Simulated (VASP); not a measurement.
# MoW2 (P-3m1) in VASP: notebook, part 2 of 2

VASP 6.6.1. Earlier steps stand in the parts before.

### 3 Single point, PBE, collinear spin

This run uses another cell than the first one, of 16.01 Å³/atom.

INCAR reads:

```
SYSTEM = MoW2
PREC = Accurate
ENCUT = 520
EDIFF = 1E-6
ISMEAR = 0
SIGMA = 0.1
LREAL = .False.
LASPH = .True.
NELM = 150
ALGO = Normal
ISIF = 2
LWAVE = .False.
LCHARG = .False.
ISPIN = 2
MAGMOM = 1 0 0
LORBIT = 11
LMAXMIX = 4
GGA = PE
NBANDS = 32
```

KPOINTS reads:

```
Automatic mesh
0
Gamma
  6 6 6
  0 0 0
```

POSCAR reads:

```
MoW2
1.0
    4.5032345534      0.0000000000      0.0000000000
   -2.2516172767      3.8999155224      0.0000000000
    0.0000000000      0.0000000000      2.7354519548
Mo W
1 2
Direct
    0.0000000000      0.0000000000      0.5000000000
    0.3333333333      0.6666666667      0.8309593862
    0.6666666667      0.3333333333      0.1690406138
```

Potentials or basis: VASP PAW PBE potentials, release 64 (Mo_sv, W_sv).

On the command line:

```bash
$ cat potpaw_PBE.64/Mo_sv/POTCAR potpaw_PBE.64/W_sv/POTCAR > POTCAR
$ mpirun -np 1 vasp_std > vasp.out
```

OUTCAR:

```text
SYSTEM = MoW2
   PREC = Accurate
   ENCUT = 520
   EDIFF = 1E-6
   ISMEAR = 0
   LREAL = .False.
   LASPH = .True.
   NELM = 150
   ISIF = 2
   ISPIN = 2
   LORBIT = 11
   GGA = PE

 ion  position               nearest neighbor table
   1  0.000  0.000  0.500-   2 2.75   3 2.75   2 2.75   3 2.75   3 2.75   2 2.75   3 3.18   2 3.18
                             2 3.18   3 3.18   3 3.18   2 3.18
   2  0.333  0.667  0.831-   1 2.75   1 2.75   1 2.75   3 2.76   3 2.76   3 2.76   3 3.17   3 3.17
                             3 3.17   1 3.18   1 3.18   1 3.18
   3  0.667  0.333  0.169-   1 2.75   1 2.75   1 2.75   2 2.76   2 2.76   2 2.76   2 3.17   2 3.17
                             2 3.17   1 3.18   1 3.18   1 3.18

  LATTYP: Found a hexagonal cell.
 ALAT       =     4.5032345534
 C/A-ratio  =     0.6074415895

  Lattice vectors:

 A1 = (   4.5032345534,   0.0000000000,   0.0000000000)
 A2 = (  -2.2516172767,   3.8999155224,   0.0000000000)
 A3 = (   0.0000000000,   0.0000000000,   2.7354519548)

Analysis of symmetry for initial positions (statically):
[... 1886 lines left out ...]

------------------------ aborting loop because EDIFF is reached ----------------------------------------

  FORCE on cell =-STRESS in cart. coord.  units (eV):
  Direction    XX          YY          ZZ          XY          YZ          ZX
  --------------------------------------------------------------------------------------
  -------------------------------------------------------------------------------------
  Total        0.1939149      0.1939149      0.1175282      0.0000000      0.0000000      0.0000000
  in kB        6.4671500      6.4671500      3.9196201      0.0000000      0.0000000      0.0000000
  external PRESSURE =       5.6179733 kB  Pullay stress =       0.0000000 kB

 VOLUME and BASIS-vectors are now :
 -----------------------------------------------------------------------------
  energy-cutoff  :      520.00
  volume of cell :       48.04
      direct lattice vectors                 reciprocal lattice vectors
     4.503234553  0.000000000  0.000000000     0.222062606  0.128207905  0.000000000
    -2.251617277  3.899915522  0.000000000     0.000000000  0.256415811  0.000000000
     0.000000000  0.000000000  2.735451955     0.000000000  0.000000000  0.365570303

 POSITION                                       TOTAL-FORCE (eV/Angst)
 -----------------------------------------------------------------------------------
      0.00000      0.00000      1.36773        -0.000000      0.000000      0.000000
     -0.00000      2.59994      2.27305         0.000000      0.000000     -0.000802
      2.25162      1.29997      0.46240        -0.000000     -0.000000      0.000802
 -----------------------------------------------------------------------------------
    total drift:                               -0.000000      0.000000      0.000000

  FREE ENERGIE OF THE ION-ELECTRON SYSTEM (eV)
  ---------------------------------------------------
  free  energy   TOTEN  =       -36.8780192731 eV

  energy  without entropy=      -36.8663275745  energy(sigma->0) =      -36.87217342

 total charge

# of ion       s       p       d       tot
------------------------------------------
    1        2.365   6.217   3.906  12.489
    2        2.405   6.325   3.319  12.050
    3        2.405   6.325   3.319  12.050
--------------------------------------------------
tot          7.175  18.868  10.545  36.589

 magnetization (x)

# of ion       s       p       d       tot
------------------------------------------
    1       -0.000  -0.000  -0.000  -0.000
    2        0.000   0.000   0.000   0.000
    3        0.000   0.000   0.000   0.000
--------------------------------------------------
tot         -0.000   0.000  -0.000  -0.000
```

stdout:

```text
POSCAR found type information on POSCAR MoW
 POSCAR found :  2 types and       3 ions
 scaLAPACK will be used
 LDA part: xc-table for (Slater+PW92), standard interpolation
 POSCAR, INCAR and KPOINTS ok, starting setup
 FFT: planning ... GRIDC
 FFT: planning ... GRID_SOFT
 FFT: planning ... GRID
 WAVECAR not read
 entering main loop
```

It took 92 s on 1 thread of Intel Xeon Platinum 8375C at 2.90GHz (Ice Lake), shared host; peak memory 0.23 GiB.

What came out:

| Item | Value |
| --- | --- |
| Free energy | -36.8780 eV |
| Pressure | 0.6 GPa |
| Band gap on the k mesh | zero (filled and empty bands overlap) |
| Net moment | 0.00 μB per cell |
| Valence electrons inside the program's atomic spheres | Mo 12.49; W 12.05 |

Caveat: the k points lie up to 0.38 Å⁻¹ apart, too coarse for converged energies and pressures of a metal; spin-orbit coupling is left out, which moves the levels of the heavy elements.

### 4 Single point, PBE

This run uses another cell than the first one, of 16.02 Å³/atom.

INCAR reads:

```
SYSTEM = MoW2
ALGO = Fast ; EDIFF = 1E-6
ENCUT = 520 ; GGA = PE
ISIF = 2 ; ISMEAR = 0
LASPH = .True. ; LCHARG = .False.
LREAL = .False. ; LWAVE = .False.
NBANDS = 28 ; NELM = 80
PREC = Accurate ; SIGMA = 0.1
```

KPOINTS reads:

```
k-points
0
Gamma
  12 12 16
  0 0 0
```

POSCAR reads:

```
MoW2
1.0
    4.4911302968      0.0000000000      0.0000000000
   -2.2455651484      3.8894329288      0.0000000000
    0.0000000000      0.0000000000      2.7509054581
Mo W
1 2
Direct
    0.0000000000      0.0000000000      0.5000000000
    0.3333333333      0.6666666667      0.8312781090
    0.6666666667      0.3333333333      0.1687218910
```

On the command line:

```bash
$ cat potpaw_PBE.64/Mo_sv/POTCAR potpaw_PBE.64/W_sv/POTCAR > POTCAR
$ mpirun -np 1 vasp_std > vasp.out
```

It took 6 min on 1 thread of Intel Xeon Platinum 8375C at 2.90GHz (Ice Lake), shared host; peak memory 0.4 GiB.

The run converged. Its results:

| Quantity | Value |
| --- | --- |
| Free energy | -36.8547 eV |
| Pressure | 0.5 GPa |
| Band gap on the k mesh | zero (bands 21 and 22 overlap by 3.41 eV) |

Levels at points of the mesh, in eV from the Fermi level:
```csv
k point,band 18,band 19,band 20,band 21,band 22,band 23,band 24,band 25
"(0.00, 0.00, 0.00)",-2.44,-2.44,-1.27,-1.27,-1.26,1.81,1.81,2.41
"(0.50, 0.00, 0.00)",-2.49,-2.40,-2.32,0.82,0.93,1.22,1.73,2.20
"(0.00, 0.00, 0.50)",-3.24,-3.23,-3.23,2.14,2.14,2.81,2.81,4.42
"(0.50, 0.00, 0.50)",-3.45,-1.98,-1.85,0.92,1.18,1.64,1.92,2.79
```

Caveat: spin-orbit coupling is left out, which moves the levels of the heavy elements.

### 5 Summary

```csv
task,spin,cell,k mesh,cutoff (eV),gap on the mesh (eV),pressure (GPa)
relaxation of cell and atoms,off,"relaxed from a = 4.630, b = 4.630, c = 2.835 Å, angles 90.0, 90.0, 120.0°, 3 atoms",6 × 6 × 6,600,none,0.0
single point,collinear,"a = 4.503, b = 4.503, c = 2.735 Å, angles 90.0, 90.0, 120.0°, 3 atoms",6 × 6 × 6,520,none,0.6
single point,off,"a = 4.491, b = 4.491, c = 2.751 Å, angles 90.0, 90.0, 120.0°, 3 atoms",12 × 12 × 16,520,none,0.5
```

Alike in all rows: level PBE; potentials or basis VASP PAW PBE potentials, release 64 (Mo_sv, W_sv); smearing gaussian 0.1 eV.

Caveats: some runs use coarse meshes; spin-orbit coupling is left out, which moves the levels of the heavy elements.

Total energies depend on the potentials used, so only differences within one code and one set of settings carry meaning.
